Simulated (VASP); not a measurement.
Here is a VASP 6.6.1 calculation.

INCAR

```
SYSTEM = SrO
  PREC = Accurate
  ENCUT = 520
  EDIFF = 1E-6
  ISMEAR = -1
  SIGMA = 0.2
  LREAL = .FALSE.
  LASPH = .TRUE.
  NELM = 60
  ALGO = Normal
  ISIF = 2
  LWAVE = .FALSE.
  LCHARG = .TRUE.
  GGA = PE
  LELF = .TRUE.
  LVHAR = .TRUE.
  NBANDS = 15
```

Contents of KPOINTS:

```
Automatic mesh
0
G
  7 7 7
  0 0 0
```

POSCAR

```
SrO
1.0
    0.0000000000      2.5663000000      2.5663000000
    2.5663000000      0.0000000000      2.5663000000
    2.5663000000      2.5663000000      0.0000000000
Sr O
1 1
Direct
    0.5000000000      0.5000000000      0.5000000000
    0.0000000000      0.0000000000      0.0000000000
```

Potentials or basis: VASP PAW PBE potentials, release 64 (Sr_sv, O).

Command:

```sh
$ cat potpaw_PBE.64/Sr_sv/POTCAR potpaw_PBE.64/O/POTCAR > POTCAR
$ mpirun -np 1 vasp_std > vasp.out
```

(1) Predict the pressure.

(2) Predict the band gap on the k mesh.

## Answers

(1) 3.9 GPa.

(2) 3.36 eV, indirect (least direct gap 3.45 eV).
